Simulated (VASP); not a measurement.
A run of VASP 6.6.1 is set up as follows.

The input POSCAR:

```
BaS
1.0
    0.0000000000      3.2439138319      3.2013869989
    3.2439138319      0.0000000000      3.2013869989
    3.2439138319      3.2439138319      0.0000000000
Ba S
1 1
Direct
    0.0000000000      0.0000000000      0.0000000000
    0.5000000000      0.5000000000      0.5000000000
```

Contents of INCAR.step1:

```
PREC = Accurate
ENCUT = 520
ISMEAR = 0
SIGMA = 0.01
LREAL = F
LASPH = T
NELM = 80
NBANDS = 15
GGA = PE
ALGO = Normal
EDIFF = 1E-4
LWAVE = T
LCHARG = F
```

File INCAR.step2:

```
PREC = Accurate
ENCUT = 520
EDIFF = 1E-6
ISMEAR = 0
SIGMA = 0.01
LREAL = F
LASPH = T
NELM = 80
ALGO = Normal
ISIF = 2
LWAVE = F
LCHARG = F
METAGGA = R2SCAN
LMIXTAU = T
NBANDS = 15
ISTART = 1
```

File KPOINTS:

```
Automatic mesh
0
Gamma
  8 8 8
```

Potentials or basis: VASP PAW PBE potentials, release 64 (Ba_sv, S).

Launch:

```console
$ cat potpaw_PBE.64/Ba_sv/POTCAR potpaw_PBE.64/S/POTCAR > POTCAR
$ cp INCAR.step1 INCAR
$ mpirun -np 1 vasp_std > vasp.out
$ cp INCAR.step2 INCAR
$ mpirun -np 1 vasp_std > vasp.out
```

Estimate the band gap on the k mesh.

2.48 eV (least direct gap 2.64 eV).

What does it give for the pressure?

-0.1 GPa.

Stress tensor (GPa, compression positive):
```
-0.51  0.00  0.00
 0.00 -0.51  0.00
 0.00  0.00  0.59
```

Caveat: the cell differs from its parent crystal (epitaxial xy strain +1.0%); the PAW data sets were made with another functional, which shifts forces and pressure a little; spin-orbit coupling is left out, which moves the levels of the heavy elements. A k mesh can miss the band edges.
